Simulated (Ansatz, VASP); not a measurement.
Two plane-wave programs on Rh

Contents of INCAR:

```
SYSTEM = Rh
PREC = Accurate
ENCUT = 600
EDIFF = 1E-6
ISMEAR = -1
SIGMA = 0.1
LREAL = .FALSE.
LASPH = .TRUE.
NELM = 100
ALGO = Normal
ISIF = 3
LWAVE = .FALSE.
LCHARG = .FALSE.
GGA = RE
IBRION = 2
NSW = 80
EDIFFG = -0.01
```

Contents of KPOINTS:

```
Automatic mesh
0
G
  9 9 12
  0 0 0
```

Contents of POSCAR:

```
Rh
1.0
    4.2673781655      0.0000000000      0.0000000000
   -2.1336890828      3.6956578989      0.0000000000
    0.0000000000      0.0000000000      2.6159028155
Rh
3
Direct
    0.0000000000      0.0000000000      0.0000000000
    0.3333333333      0.6666666667      0.5000000000
    0.6666666667      0.3333333333      0.5000000000
```

Input for Ansatz:

```yaml
crystal:
  lattice:
    - [4.2673781655, 0.0, 0.0]
    - [-2.1336890828, 3.6956578989, 0.0]
    - [0.0, 0.0, 2.6159028155]
  atoms:
    - { symbol: Rh, position: [0.0, 0.0, 0.0] }
    - { symbol: Rh, position: [0.3333333333, 0.6666666667, 0.5] }
    - { symbol: Rh, position: [0.6666666667, 0.3333333333, 0.5] }
hamiltonian:
  xc: revpbe
  pseudopotentials:
    kind: paw
    azcp:
      Rh: "pseudopotentials/Rh.paw.azcp"
basis:
  ecutwfc: 420
  fft_grid_basis: typed
kpoints:
  mp_grid: { grid: [9, 9, 12], shift: [0, 0, 0] }
magnetization:
  spin_polarized: false
scf:
  occupations: { method: fermi_dirac, width: 0.1 }
relax:
  max_steps: 60
  f_tol: 0.01
  cell: {}
```

Alike in both runs: task relaxation of cell and atoms; functional revPBE; k mesh 9 × 9 × 12; occupations fermi-dirac, width 0.1 eV; no spin polarisation.

|  | VASP | Ansatz |
| --- | --- | --- |
| version | VASP 6.6.1 | Ansatz 0.2.0 |
| potentials or method | VASP PAW PBE potentials, release 64 (Rh_pv), cutoff 600 eV | plane waves (420 eV) with PAW, scalar-relativistic |
| valence electrons in the cell | 45 | 51 |

```tsv
	VASP	Ansatz	Ansatz less VASP
relaxed volume (Å³/atom)	14.66	14.67	+0.005
relaxed cell length with the largest relative difference (Å)	2.675	2.675	+0.0008
```

VASP's potentials were made for PBE, not for revPBE. VASP's potentials hold 45 valence electrons a cell and Ansatz's 51, so a difference there can come from the potentials and not from the codes.
